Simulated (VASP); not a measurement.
# CuO (C2) in VASP: a series of runs

The runs below take CuO through single point, with PBE.

All numbers are computed with VASP 6.6.1; they aren't measurements. Logs are shortened: lines on timing, memory, paths and dates and some standing lists are left out, and cuts for length are marked.

## Step 1: The cell of the first run

Symmetry: C2, No. 5, monoclinic system. The conventional cell has a = 4.176 Å, b = 4.165 Å, c = 5.151 Å, α = 90.00°, β = 90.02°, γ = 90.00°. Cu (site symmetry 1) has 4 O at 1.76 to 2.23 Å within 2.3 Å. O (site symmetry 2) has 4 Cu at 1.76 to 2.23 Å within 2.3 Å. Within 2.7 Å of O (site symmetry 2) lie 4 Cu at 1.96 Å and 2 O at 2.61 Å.

## Step 2: Single point, PBE (atom 3 (O) moved by (-0.450, +0.000) A along y and z)

INCAR

```
PREC     = Accurate       # precision mode
ENCUT    = 520            # plane-wave cutoff, eV
EDIFF    = 1E-6           # SCF threshold, eV
ISMEAR   = 0              # smearing method
SIGMA    = 0.15           # smearing width, eV
LREAL    = False          # projectors in reciprocal space
LASPH    = True           # aspherical terms in the spheres
NELM     = 60             # most SCF steps
ALGO     = Normal         # electronic algorithm
ISIF     = 2              # what is computed and relaxed
LWAVE    = False          # write WAVECAR
LCHARG   = True           # write CHGCAR
GGA      = PE             # functional
LELF     = True           # ELF
LVHAR    = True         
NBANDS   = 25             # bands
```

KPOINTS

```
regular mesh
0
Gamma
  16 16 10
```

POSCAR

```
CuO
1.0
    2.0814198224     -2.0824189793      0.1629652982
    2.0814198224      2.0824189793      0.1629652982
   -0.4035322497      0.0000000000      5.1352739038
Cu O
2 2
Direct
    0.0000000000      0.5000000000      0.0000000000
    0.5000000000      0.0000000000      0.5000000000
    0.6081302706      0.3918697294      0.2500000000
    0.4999171503      0.5000828497      0.7500000000
```

Potentials or basis: VASP PAW PBE potentials, release 64 (Cu, O).

On the command line:

```console
$ cat potpaw_PBE.64/Cu/POTCAR potpaw_PBE.64/O/POTCAR > POTCAR
$ mpirun -np 1 vasp_std > vasp.out
```

OUTCAR:

```text
PREC = Accurate
   ENCUT = 520
   EDIFF = 1E-6
   ISMEAR = 0
   LREAL = False
   LASPH = True
   NELM = 60
   ISIF = 2
   GGA = PE

 ion  position               nearest neighbor table
   1  0.000  0.500  0.000-   3 1.76   4 1.96   4 1.96   3 2.23
   2  0.500  0.000  0.500-   3 1.76   4 1.96   4 1.96   3 2.23
   3  0.608  0.392  0.250-   1 1.76   2 1.76   2 2.23   1 2.23
   4  0.500  0.500  0.750-   1 1.96   2 1.96   2 1.96   1 1.96

  LATTYP: Found a base centered monoclinic cell.
 ALAT       =     4.1755795600
 B/A-ratio  =     0.9974275184
 C/A-ratio  =     1.2336262085
 COS(beta)  =    -0.0002834722

  Lattice vectors:

 A1 = (   2.0814198224,  -2.0824189793,   0.1629652982)
 A2 = (   2.0814198224,   2.0824189793,   0.1629652982)
 A3 = (  -0.4035322497,   0.0000000000,   5.1352739038)

Analysis of symmetry for initial positions (statically):
=====================================================================
 Subroutine PRICEL returns:
 Original cell was already a primitive cell.

 Routine SETGRP: Setting up the symmetry group for a
 base centered monoclinic supercell.

 Subroutine GETGRP returns: Found  2 space group operations
 (whereof  1 operations were pure point group operations)
 out of a pool of  4 trial point group operations.

The static configuration has the point symmetry C_1 .
 The point group associated with its full space group is C_2 .

Analysis of symmetry for dynamics (positions and initial velocities):
=====================================================================
 Subroutine PRICEL returns:
 Original cell was already a primitive cell.

 Routine SETGRP: Setting up the symmetry group for a
 base centered monoclinic supercell.

 Subroutine GETGRP returns: Found  2 space group operations
 (whereof  1 operations were pure point group operations)
 out of a pool of  4 trial point group operations.

The dynamic configuration has the point symmetry C_1 .
 The point group associated with its full space group is C_2 .

 Subroutine INISYM returns: Found  2 space group operations
 (whereof  1 operations are pure point group operations),
 and found     1 'primitive' translations

----------------------------------------------------------------------------------------

                                     Primitive cell

  volume of cell :      44.7904

  direct lattice vectors                    reciprocal lattice vectors
     2.081419822 -2.082418979  0.162965298     0.238751724 -0.240105380  0.018761223
     2.081419822  2.082418979  0.162965298     0.238751724  0.240105380  0.018761223
    -0.403532250  0.000000000  5.135273904    -0.015153328  0.000000000  0.193540824

  length of vectors
     2.948785338  2.948785338  5.151104381     0.339123816  0.339123816  0.194133135

  position of ions in fractional coordinates (direct lattice)
     0.000000000  0.500000000  0.000000000
     0.500000000  0.000000000  0.500000000
     0.608130271  0.391869729  0.250000000
     0.499917150  0.500082850  0.750000000

  ion indices of the primitive-cell ions
   primitive index   ion index
                 1           1
                 2           2
                 3           3
                 4           4

----------------------------------------------------------------------------------------

 KPOINTS: regular mesh

Automatic generation of k-mesh.
 Grid dimensions read from file:
 generate k-points for:   16   16   10

 Generating k-lattice:

  Cartesian coordinates                     Fractional coordinates (reciprocal lattice)
     0.014921983 -0.015006586  0.001172576     0.062500000  0.000000000  0.000000000
     0.014921983  0.015006586  0.001172576     0.000000000  0.062500000  0.000000000
    -0.001515333  0.000000000  0.019354082     0.000000000  0.000000000  0.100000000

  Length of vectors
     0.021195239  0.021195239  0.019413313

  Shift w.r.t. Gamma in fractional coordinates (k-lattice)
     0.000000000  0.000000000  0.000000000

 Subroutine IBZKPT returns following result:
 ===========================================

 Found    690 irreducible k-points:

 Following reciprocal coordinates:
            Coordinates               Weight
  0.000000  0.000000  0.000000      1.000000
  0.062500  0.000000 -0.000000      4.000000
  0.125000  0.000000 -0.000000      4.000000
  0.187500  0.000000  0.000000      4.000000
  0.250000  0.000000 -0.000000      4.000000
  0.312500  0.000000 -0.000000      4.000000
[... 16 lines left out ...]
 -0.125000  0.062500  0.000000      4.000000
 -0.062500  0.062500  0.000000      2.000000
 [... further k-points ...]
   k-points           NKPTS =    690   k-points in BZ     NKDIM =    690   number of bands    NBANDS=     25
   number of dos      NEDOS =    301   number of ions     NIONS =      4
   total plane-waves  NPLWV =  23040
   dimension x,y,z NGX =    24 NGY =   24 NGZ =   40
   dimension x,y,z NGXF=    48 NGYF=   48 NGZF=   80
   ions per type =               2   2
   NGX,Y,Z   is equivalent  to a cutoff of  13.53, 13.53, 12.91 a.u.
   NGXF,Y,Z  is equivalent  to a cutoff of  27.06, 27.06, 25.82 a.u.
 SYSTEM =  unknown system
   PREC   = accura    normal or accurate (medium, high low for compatibility)
   ISTART =      0    job   : 0-new  1-cont  2-samecut
   ICHARG =      2    charge: 1-file 2-atom 10-const
   ISPIN  =      1    spin polarized calculation?
   LNONCOLLINEAR =      F non collinear calculations
   LSORBIT =      F    spin-orbit coupling
   LASPH  =      T    aspherical Exc in radial PAW
   ENCUT  =  520.0 eV  38.22 Ry    6.18 a.u.   5.48  5.48  9.58*2*pi/ulx,y,z
   NELM   =     60;   NELMIN=  2; NELMDL= -5     # of ELM steps
   EDIFF  = 0.1E-05   stopping-criterion for ELM
   LREAL  =      F    real-space projection
   EDIFFG = 0.1E-04   stopping-criterion for IOM
   NSW    =      0    number of steps for IOM
   IBRION =     -1    ionic relax: 0-MD 1-quasi-New 2-CG
   NFREE  =      0    steps in history (QN), initial steepest desc. (CG)
   ISIF   =      2    stress and relaxation
   ISYM   =      2    0-nonsym 1-usesym 2-fastsym
   POTIM  = 0.5000    time-step for ionic-motion
   TEBEG  =    0.0;   TEEND  =   0.0 temperature during run
   PSTRESS=    0.0 pullay stress
   NELECT =      34.0000    total number of electrons
   NUPDOWN=      -1.0000    fix difference up-down
   EMIN   =  10.00;   EMAX   =-10.00  energy-range for DOS
   EFERMI =   0.00;   METHOD = LEGACY
   ISMEAR =     0;   SIGMA  =   0.15  broadening in eV -4-tet -1-fermi 0-gaus
   EFERMI_NEDOS =   21; number of points for ismear=-14 and -15
   IALGO  =     38    algorithm
   IMIX   =      4    mixing-type and parameters
     AMIX     =   0.40;   BMIX     =  1.00
     AMIX_MAG =   1.60;   BMIX_MAG =  1.00
  volume/ion in A,a.u.               =      11.20        75.57
  Fermi-wavevector in a.u.,A,eV,Ry     =   1.493388  2.822095 30.343829  2.230209
  Thomas-Fermi vector in A             =   2.605795
   LORBIT       =      0    0 simple, 1 ext, 2 COOP (PROOUT), +10 PAW based schemes
   GGA     = PE    functional components
   LHFCALC =     F    Hartree Fock is set to
   AEXX    =    0.0000 exact exchange contribution
   IVDW    =     0    specifies the selected vdW correction
   LEPSILON=     F    determine dielectric tensor
   LRPA    =     F    only Hartree local field effects (RPA)
 non-spin polarized calculation
 Gauss-broadening in eV      SIGMA  =   0.15
  energy-cutoff  :      520.00
  volume of cell :       44.79
 maximum number of plane-waves:      1236
 NGX is ok and might be reduce to    24
   NGX = 11   NGY = 11   NGZ = 19

 number of electron      34.0000020 magnetization

 Free energy of the ion-electron system (eV)
  ---------------------------------------------------
  ext. energy  EPLUGINS =         0.00000000
  ---------------------------------------------------
  free energy    TOTEN  =       -19.08255435 eV

  energy without entropy =      -19.06046651  energy(sigma->0) =      -19.07151043

 E-fermi :   4.5739     XC(G=0): -11.2547

 val. band max:        4.5732348739   @ k =   0.3750   0.1875   0.4000
 cond. band min:       4.5745183163   @ k =   0.4375   0.4375   0.4000
 fundamental gap:      0.0012834424
 Fermi energy:         4.5739112000

 k-point     1 :       0.0000    0.0000    0.0000
  band No.  band energies     occupation
      1     -14.9712      2.00000
      2     -13.7458      2.00000
      3      -3.2583      2.00000
      4      -0.9347      2.00000
      5      -0.4857      2.00000
      6       0.5866      2.00000
[... 17 lines left out ...]
     24      19.3931      0.00000
     25      19.6991      0.00000

 k-point     2 :       0.0625    0.0000   -0.0000
  band No.  band energies     occupation
      1     -14.9513      2.00000
      2     -13.7402      2.00000
      3      -3.2247      2.00000
      4      -0.9510      2.00000
      5      -0.4794      2.00000
      6       0.4835      2.00000
[... 17 lines left out ...]
     24      19.1033      0.00000
     25      19.8050      0.00000

 k-point     3 :       0.1250    0.0000   -0.0000
  band No.  band energies     occupation
      1     -14.8933      2.00000
      2     -13.7239      2.00000
      3      -3.1277      2.00000
      4      -0.9963      2.00000
      5      -0.4632      2.00000
      6       0.1253      2.00000
[... 17 lines left out ...]
     24      18.8614      0.00000
     25      19.8520      0.00000

 k-point     4 :       0.1875    0.0000    0.0000
  band No.  band energies     occupation
      1     -14.8044      2.00000
      2     -13.6999      2.00000
      3      -2.9795      2.00000
      4      -1.0669      2.00000
      5      -0.4546      2.00000
      6      -0.3322      2.00000
[... 17 lines left out ...]
     24      18.9461      0.00000
     25      19.9020      0.00000
[... 477 lines left out ...]
 k-point    22 :      -0.1875    0.0625   -0.0000
  band No.  band energies     occupation
      1     -14.7866      2.00000
      2     -13.6919      2.00000
      3      -2.9541      2.00000
      4      -1.0536      2.00000
      5      -0.5058      2.00000
      6      -0.3280      2.00000
[... 17 lines left out ...]
     24      18.8870      0.00000
     25      19.3173      0.00000

 k-point    23 :      -0.1250    0.0625    0.0000
  band No.  band energies     occupation
      1     -14.8747      2.00000
      2     -13.7164      2.00000
      3      -3.0995      2.00000
      4      -0.9882      2.00000
      5      -0.5043      2.00000
      6       0.1077      2.00000
[... 17 lines left out ...]
     24      19.0537      0.00000
     25      19.2305      0.00000

 k-point    24 :      -0.0625    0.0625    0.0000
  band No.  band energies     occupation
      1     -14.9319      2.00000
      2     -13.7335      2.00000
      3      -3.1936      2.00000
      4      -0.9540      2.00000
      5      -0.4989      2.00000
      6       0.4035      2.00000
[... 17 lines left out ...]
     24      18.9435      0.00000
     25      19.6596      0.00000

 [... further k-points ...]
[... 5 lines left out ...]
  --------------------------------------------------------------------------------------
  -------------------------------------------------------------------------------------
  Total        2.7703096      0.1789418      2.4501029      0.0000000      0.0000000     -2.9740925
  in kB       99.0954406      6.4008436     87.6414783      0.0000000      0.0000000   -106.3848662
  external PRESSURE =      64.3792542 kB  Pullay stress =       0.0000000 kB

 VOLUME and BASIS-vectors are now :
 -----------------------------------------------------------------------------
  energy-cutoff  :      520.00
  volume of cell :       44.79
      direct lattice vectors                 reciprocal lattice vectors
     2.081419822 -2.082418979  0.162965298     0.238751724 -0.240105380  0.018761223
     2.081419822  2.082418979  0.162965298     0.238751724  0.240105380  0.018761223
    -0.403532250  0.000000000  5.135273904    -0.015153328  0.000000000  0.193540824

 POSITION                                       TOTAL-FORCE (eV/Angst)
 -----------------------------------------------------------------------------------
      1.04071      1.04121      0.08148         1.290713     -1.757396     -1.087711
      0.83894     -1.04121      2.64912        -1.290713     -1.757396      1.087711
      1.98054     -0.45035      1.44678        -0.000000      2.670496     -0.000000
      1.77877      0.00035      4.01442        -0.000000      0.844296     -0.000000
 -----------------------------------------------------------------------------------
    total drift:                                0.000000     -0.000178     -0.000000

  FREE ENERGIE OF THE ION-ELECTRON SYSTEM (eV)
  ---------------------------------------------------
  free  energy   TOTEN  =       -19.0825543509 eV

  energy  without entropy=      -19.0604665129  energy(sigma->0) =      -19.07151043
```

Run time: 11 min. Hardware: 1 thread of Intel Xeon Platinum 8375C at 2.90GHz (Ice Lake), shared host; peak memory 0.68 GiB.

What came out:

```yaml
Free_energy: -19.0826 eV
Pressure: 6.4 GPa
Largest_force: 2.670 eV/Å
Band_gap_on_the_k_mesh: zero (bands 17 and 18 overlap by 0.67 eV)
```

Forces in eV/Å, atoms in the order of the input:
```
Cu   1.291 -1.757 -1.088
Cu  -1.291 -1.757  1.088
O    0.000  2.670  0.000
O    0.000  0.844  0.000
```

Caveat: the cell differs from its parent crystal (atom 3 (O) moved by (-0.450, +0.000) A along y and z); the stress differs along the axes, from 1 to 10 GPa; semilocal functionals often make such compounds metallic where correlation or magnetic order opens a gap, which also shifts bond lengths; forces of over 1 eV/Å act on the atoms, so gaps and moduli don't describe the material at rest.

## Step 3: Single point, PBE (atom 3 (O) moved by (+0.450, +0.000) A along y and z)

INCAR

```
  ALGO = Normal
  EDIFF = 1E-7
  ENCUT = 520
  GGA = PE
  ISIF = 2
  ISMEAR = 0
  LASPH = T
  LCHARG = F
  LREAL = F
  LWAVE = F
  NBANDS = 25
  NELM = 100
  PREC = Accurate
  SIGMA = 0.15
```

KPOINTS

```
k-points
0
Gamma
  16 16 10
```

POSCAR: that of step 2 with these lines changed.

```diff
@@ -10,3 +10,3 @@
     0.5000000000      0.0000000000      0.5000000000
-    0.6081302706      0.3918697294      0.2500000000
+    0.3920354288      0.6079645712      0.2500000000
     0.4999171503      0.5000828497      0.7500000000
```

Potentials or basis: VASP PAW PBE potentials, release 64 (Cu, O).

On the command line:

```console
$ cat potpaw_PBE.64/Cu/POTCAR potpaw_PBE.64/O/POTCAR > POTCAR
$ mpirun -np 1 vasp_std > vasp.out
```

It took 12 min on 1 thread of Intel Xeon Platinum 8375C at 2.90GHz (Ice Lake), shared host; peak memory 0.68 GiB.

The run converged. Its results:

* Free energy: -19.0821 eV
* Pressure: 6.4 GPa
* Largest force: 2.674 eV/Å
* Band gap on the k mesh: zero (bands 17 and 18 overlap by 0.67 eV)

Forces on the atoms (eV/Å):
```
Cu  -1.107  1.760 -1.278
Cu   1.107  1.760  1.278
O    0.000 -2.674  0.000
O    0.000 -0.845  0.000
```

Stress tensor (GPa, compression positive):
```
 6.57  0.00 10.32
 0.00  0.61  0.00
10.32  0.00 12.07
```

Levels at points of the mesh, in eV from the Fermi level:
```
           k point  band 13  band 14  band 15  band 16  band 17  band 18  band 19  band 20  band 21  band 22
(0.00, 0.00, 0.00)    -2.12    -1.83    -1.73    -1.40     0.35     0.71     1.72     6.24     7.44    12.81
(0.50, 0.00, 0.00)    -2.13    -1.59    -1.50    -0.89    -0.14     0.74     4.24     6.04     6.63    11.02
(0.50, 0.50, 0.00)    -2.11    -2.06    -1.51    -1.13    -0.97     1.19     2.67     7.35     9.41    10.29
(0.00, 0.00, 0.50)    -2.17    -2.13    -0.99    -0.89     0.00     0.23     3.61     3.69    11.42    11.48
(0.50, 0.00, 0.50)    -2.20    -1.75    -1.69    -1.52    -0.08     0.62     4.60     5.97     8.45     8.69
(0.50, 0.50, 0.50)    -1.65    -1.54    -1.34    -1.18    -0.35    -0.17     4.18     4.34    10.37    10.42
```

Caveat: the cell differs from its parent crystal (atom 3 (O) moved by (+0.450, +0.000) A along y and z); the stress differs along the axes, from 1 to 12 GPa; semilocal functionals often make such compounds metallic where correlation or magnetic order opens a gap, which also shifts bond lengths; forces of over 1 eV/Å act on the atoms, so gaps and moduli don't describe the material at rest.
